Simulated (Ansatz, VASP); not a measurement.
**Two plane-wave programs on BaS**

```
Ba S
1.0
     3.83376   -0.07418    0.00000
    -0.07418    3.83376    0.00000
     0.00000    0.00000    3.83376
Ba S
1 1
Direct
  0.00000 0.00000 0.00000
  0.50000 0.50000 0.50000
```

Change from the starting cell: shear_xy strain -3.9%.

Alike in both runs: task single point; functional r2SCAN; k mesh 6 × 6 × 6; no spin polarisation.

|  | VASP | Ansatz |
| --- | --- | --- |
| version | VASP 6.6.1 | Ansatz 0.2.0 |
| potentials or method | VASP PAW PBE potentials, release 64 (Ba_sv, S) | plane waves, PAW |
| plane-wave cutoff (eV) | 550 | 500 |
| occupations | gaussian, width 0.01 eV | fixed |
| valence electrons in the cell | 16 | 16 |

```csv
,VASP,Ansatz,Ansatz less VASP
gap on the k mesh at the Fermi level (eV),1.81,1.93,+0.118
pressure (GPa),1.1,0.1,-0.94
"traceless stress, the component that is largest in VASP (GPa)",0.58,0.49,-0.089
```

VASP's potentials were made for PBE, not for r2SCAN.

Spin-orbit coupling is off throughout.
